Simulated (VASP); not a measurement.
Runs of VASP 6.6.1 on Sb. The structure is that of space group Fm-3m (No. 225), or close to it. The cells are those of the table. This isn't the form of Sb at room conditions, which is rhombohedral.

```csv
task,cell,gap on the mesh (eV),pressure (GPa)
single point,"a = 3.120 Å, angles 60.0°, 1 atom",none,(a)
relaxation of cell and atoms,"relaxed to 30 GPa from a = 3.493 Å, angles 60.0°, 1 atom",none,30.0
relaxation of cell and atoms,"relaxed to 20 GPa from a = 3.493 Å, angles 60.0°, 1 atom",none,20.1
relaxation of cell and atoms,"relaxed to 10 GPa from a = 3.493 Å, angles 60.0°, 1 atom",none,10.1
single point,"a = 3.325 Å, angles 60.0°, 1 atom",none,0.0
single point,"a = 3.203 Å, angles 60.0°, 1 atom",none,10.1
single point,"a = 3.060 Å, angles 60.0°, 1 atom",none,30.5
relaxation of cell and atoms,"relaxed from a = 3.493 Å, angles 60.0°, 1 atom",none,0.0
```

Alike in all rows: level LDA; potentials or basis VASP PAW LDA potentials, release 64 (Sb); no spin polarisation; k mesh 8 × 8 × 8; cutoff (eV) 500; smearing fermi-dirac 0.05 eV.

Estimate the missing entries.

(a) 20.3.

Caveats: spin-orbit coupling is left out, which moves the levels of the heavy elements; the cell stands under pressure (at least some runs); the cell is relaxed towards a set pressure, so the run minimises the enthalpy, not the energy (at least some runs).

A k mesh can miss the band edges, and the runs leave out spin-orbit coupling on Sb.

A gap of «none» marks levels without a gap at the run's occupations.
